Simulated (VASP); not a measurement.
# Ir (Pmma) in VASP: single point with PBEsol

Aim: the single point of Ir with PBEsol.

All numbers are computed with VASP 6.6.1; they aren't measurements. Logs are shortened: lines on timing, memory, paths and dates and some standing lists are left out, and cuts for length are marked.

## Step 1: The cell of the first run

Symmetry: Pmma, No. 51, orthorhombic system. The conventional cell has a = 12.228 Å, b = 2.246 Å, c = 7.189 Å, α = 90.00°, β = 90.00°, γ = 90.00°. Ir (site symmetry mm2) has 2 Ir at 2.25 Å within 3.0 Å.

## Step 2: Single point, PBEsol

INCAR reads:

```
ALGO = Normal ; EDIFF = 1E-6
ENCUT = 520 ; GGA = PS
ISIF = 2 ; ISMEAR = 0
LASPH = True ; LCHARG = False
LREAL = False ; LWAVE = False
NBANDS = 16 ; NELM = 80
PREC = Accurate ; SIGMA = 0.05
```

KPOINTS reads:

```
k-points
0
Gamma
  4 19 6
```

POSCAR reads:

```
Ir
1.0
   12.2280611711      0.0000000000      0.0000000000
    0.0000000000      2.2464881124      0.0000000000
    0.0000000000      0.0000000000      7.1891408799
Ir
2
Direct
    0.2500000000      0.0000000000      0.1622190442
    0.7500000000      0.0000000000      0.8377809558
```

Potentials or basis: VASP PAW PBE potentials, release 64 (Ir).

The run is started by

```sh
cat potpaw_PBE.64/Ir/POTCAR > POTCAR
mpirun -np 1 vasp_std > vasp.out
```

OUTCAR:

```text
EDIFF = 1E-6
   ENCUT = 520
   GGA = PS
   ISIF = 2
   ISMEAR = 0
   LASPH = True
   LREAL = False
   NELM = 80
   PREC = Accurate

 ion  position               nearest neighbor table
   1  0.250  0.000  0.162-
   2  0.750  0.000  0.838-

  LATTYP: Found a simple orthorhombic cell.
 ALAT       =     2.2464881124
 B/A-ratio  =     3.2001686723
 C/A-ratio  =     5.4431897964

  Lattice vectors:

 A1 = (   0.0000000000,   2.2464881124,   0.0000000000)
 A2 = (   0.0000000000,   0.0000000000,   7.1891408799)
 A3 = (  12.2280611711,   0.0000000000,   0.0000000000)

Analysis of symmetry for initial positions (statically):
=====================================================================
 Subroutine PRICEL returns:
 Original cell was already a primitive cell.

 Routine SETGRP: Setting up the symmetry group for a
 simple orthorhombic supercell.

 Subroutine GETGRP returns: Found  8 space group operations
 (whereof  4 operations were pure point group operations)
 out of a pool of  8 trial point group operations.

The static configuration has the point symmetry C_2h.
 The point group associated with its full space group is D_2h.

Analysis of symmetry for dynamics (positions and initial velocities):
=====================================================================
 Subroutine PRICEL returns:
 Original cell was already a primitive cell.

 Routine SETGRP: Setting up the symmetry group for a
 simple orthorhombic supercell.

 Subroutine GETGRP returns: Found  8 space group operations
 (whereof  4 operations were pure point group operations)
 out of a pool of  8 trial point group operations.

The dynamic configuration has the point symmetry C_2h.
 The point group associated with its full space group is D_2h.

 Subroutine INISYM returns: Found  8 space group operations
 (whereof  4 operations are pure point group operations),
 and found     1 'primitive' translations

----------------------------------------------------------------------------------------

                                     Primitive cell

  volume of cell :     197.4871

  direct lattice vectors                    reciprocal lattice vectors
    12.228061171  0.000000000  0.000000000     0.081779113  0.000000000  0.000000000
     0.000000000  2.246488112  0.000000000     0.000000000  0.445139235  0.000000000
     0.000000000  0.000000000  7.189140880     0.000000000  0.000000000  0.139098679

  length of vectors
    12.228061171  2.246488112  7.189140880     0.081779113  0.445139235  0.139098679
[... 81 lines left out ...]
   EDIFF  = 0.1E-05   stopping-criterion for ELM
   LREAL  =      F    real-space projection
   EDIFFG = 0.1E-04   stopping-criterion for IOM
   NSW    =      0    number of steps for IOM
   IBRION =     -1    ionic relax: 0-MD 1-quasi-New 2-CG
   NFREE  =      0    steps in history (QN), initial steepest desc. (CG)
   ISIF   =      2    stress and relaxation
   ISYM   =      2    0-nonsym 1-usesym 2-fastsym
   POTIM  = 0.5000    time-step for ionic-motion
   TEBEG  =    0.0;   TEEND  =   0.0 temperature during run
   PSTRESS=    0.0 pullay stress
   NELECT =      18.0000    total number of electrons
   NUPDOWN=      -1.0000    fix difference up-down
   EMIN   =  10.00;   EMAX   =-10.00  energy-range for DOS
   EFERMI =   0.00;   METHOD = LEGACY
   ISMEAR =     0;   SIGMA  =   0.05  broadening in eV -4-tet -1-fermi 0-gaus
   EFERMI_NEDOS =   21; number of points for ismear=-14 and -15
   IALGO  =     38    algorithm
   IMIX   =      4    mixing-type and parameters
     AMIX     =   0.40;   BMIX     =  1.00
     AMIX_MAG =   1.60;   BMIX_MAG =  1.00
  volume/ion in A,a.u.               =      98.74       666.35
  Fermi-wavevector in a.u.,A,eV,Ry     =   0.736749  1.392253  7.385226  0.542799
  Thomas-Fermi vector in A             =   1.830263
   LORBIT       =      0    0 simple, 1 ext, 2 COOP (PROOUT), +10 PAW based schemes
   GGA     = PS    functional components
   LHFCALC =     F    Hartree Fock is set to
   AEXX    =    0.0000 exact exchange contribution
   IVDW    =     0    specifies the selected vdW correction
   LEPSILON=     F    determine dielectric tensor
   LRPA    =     F    only Hartree local field effects (RPA)
 non-spin polarized calculation
 Gauss-broadening in eV      SIGMA  =   0.05
  energy-cutoff  :      520.00
  volume of cell :      197.49
 maximum number of plane-waves:      5378
 NGX is ok and might be reduce to    96
   NGX = 45   NGY =  9   NGZ = 27

 number of electron      17.9999999 magnetization

 Free energy of the ion-electron system (eV)
  ---------------------------------------------------
  ext. energy  EPLUGINS =         0.00000000
  ---------------------------------------------------
  free energy    TOTEN  =       -10.88006719 eV

  energy without entropy =      -10.87135567  energy(sigma->0) =      -10.87571143

 E-fermi :  -3.5335     XC(G=0):  -4.1407

 val. band max:       -3.5686513242   @ k =   0.2500   0.4211   0.5000
 cond. band min:      -3.4654114490   @ k =   0.5000   0.4737   0.0000
 fundamental gap:      0.1032398752
 Fermi energy:        -3.5334965160

 k-point     1 :       0.0000    0.0000    0.0000
  band No.  band energies     occupation
      1     -11.1565      2.00000
      2     -11.1560      2.00000
      3      -5.8153      2.00000
      4      -5.7562      2.00000
      5      -5.1482      2.00000
      6      -5.1441      2.00000
[... 433 lines left out ...]
      3      -7.5387      2.00000
      4      -7.5387      2.00000
      5      -3.7660      2.00000
      6      -3.7660      2.00000
[... 8 lines left out ...]
     15       5.0018      0.00000
     16       5.0018      0.00000

 [... further k-points ...]

------------------------ aborting loop because EDIFF is reached ----------------------------------------

  FORCE on cell =-STRESS in cart. coord.  units (eV):
  Direction    XX          YY          ZZ          XY          YZ          ZX
  --------------------------------------------------------------------------------------
  -------------------------------------------------------------------------------------
  Total       -0.0279725      0.0733709     -0.0208615      0.0000000      0.0000000      0.0000000
  in kB       -0.2269358      0.5952451     -0.1692455      0.0000000      0.0000000      0.0000000
  external PRESSURE =       0.0663546 kB  Pullay stress =       0.0000000 kB

 VOLUME and BASIS-vectors are now :
 -----------------------------------------------------------------------------
  energy-cutoff  :      520.00
  volume of cell :      197.49
      direct lattice vectors                 reciprocal lattice vectors
    12.228061171  0.000000000  0.000000000     0.081779113  0.000000000  0.000000000
     0.000000000  2.246488112  0.000000000     0.000000000  0.445139235  0.000000000
     0.000000000  0.000000000  7.189140880     0.000000000  0.000000000  0.139098679

 POSITION                                       TOTAL-FORCE (eV/Angst)
 -----------------------------------------------------------------------------------
      3.05702      0.00000      1.16622        -0.000000      0.000000     -0.000825
      9.17105      0.00000      6.02293         0.000000      0.000000      0.000825
 -----------------------------------------------------------------------------------
    total drift:                                0.000000      0.000000     -0.000000

  FREE ENERGIE OF THE ION-ELECTRON SYSTEM (eV)
  ---------------------------------------------------
  free  energy   TOTEN  =       -10.8800671882 eV

  energy  without entropy=      -10.8713556743  energy(sigma->0) =      -10.87571143
```

OSZICAR:

```text
N       E                     dE             d eps       ncg     rms          rms(c)
DAV:   1     0.118107914578E+03    0.11811E+03   -0.59082E+03  3840   0.834E+02
DAV:   2     0.180792976225E+01   -0.11630E+03   -0.10258E+03  4240   0.201E+02
DAV:   3    -0.111119699256E+02   -0.12920E+02   -0.11621E+02  5264   0.648E+01
DAV:   4    -0.113412238117E+02   -0.22925E+00   -0.22851E+00  4184   0.116E+01
DAV:   5    -0.113453136173E+02   -0.40898E-02   -0.40888E-02  4664   0.124E+00    0.121E+01
DAV:   6    -0.109439317505E+02    0.40138E+00   -0.14039E+00  5048   0.920E+00    0.638E+00
DAV:   7    -0.108862534992E+02    0.57678E-01   -0.95651E-02  4536   0.226E+00    0.164E+00
DAV:   8    -0.108801727292E+02    0.60808E-02   -0.79755E-03  3920   0.697E-01    0.168E-01
DAV:   9    -0.108801152434E+02    0.57486E-04   -0.23245E-04  4832   0.105E-01    0.538E-02
DAV:  10    -0.108800783176E+02    0.36926E-04   -0.56835E-05  4000   0.458E-02    0.141E-02
DAV:  11    -0.108800720071E+02    0.63105E-05   -0.46305E-06  3656   0.173E-02    0.891E-03
DAV:  12    -0.108800677231E+02    0.42840E-05   -0.45167E-06  3640   0.116E-02    0.309E-03
DAV:  13    -0.108800671882E+02    0.53495E-06   -0.38811E-07  2936   0.660E-03
   1 F= -.10880067E+02 E0= -.10875711E+02  d E =-.871151E-02
```

stdout:

```text
POSCAR found type information on POSCAR Ir
 POSCAR found :  1 types and       2 ions
 scaLAPACK will be used
 -----------------------------------------------------------------------------
|                                                                             |
|                                                                             |
|     You enforced a specific xc type in the INCAR file but a different       |
|     I HOPE YOU KNOW WHAT YOU ARE DOING!                                     |
|                                                                             |
 -----------------------------------------------------------------------------

 LDA part: xc-table for (Slater+PW92), standard interpolation
 POSCAR, INCAR and KPOINTS ok, starting setup
 FFT: planning ... GRIDC
 FFT: planning ... GRID_SOFT
 FFT: planning ... GRID
 WAVECAR not read
 entering main loop
```

Run time: 2.1 min. Hardware: 1 thread of AMD EPYC 9R45 (Zen 5), shared host; peak memory 0.48 GiB.

What came out:

| Property | Result |
| --- | --- |
| Free energy | -10.8801 eV |
| Pressure | 0.0 GPa |
| Band gap on the k mesh | zero (bands 9 and 10 overlap by 3.33 eV) |

Levels at points of the mesh, in eV from the Fermi level:
| k point | band 6 | band 7 | band 8 | band 9 | band 10 | band 11 |
| --- | --- | --- | --- | --- | --- | --- |
| (0.00, 0.00, 0.00) | -1.61 | -1.61 | -1.60 | 2.29 | 2.29 | 2.29 |
| (0.50, 0.00, 0.00) | -1.62 | -1.60 | -1.60 | 2.29 | 2.29 | 2.29 |
| (0.00, 0.00, 0.50) | -1.61 | -1.61 | -1.60 | 2.29 | 2.29 | 2.29 |
| (0.50, 0.00, 0.50) | -1.61 | -1.60 | -1.60 | 2.29 | 2.29 | 2.29 |

Caveat: the PAW data sets were made with another functional, which shifts forces and pressure a little; spin-orbit coupling is left out, which moves the levels of the heavy elements.
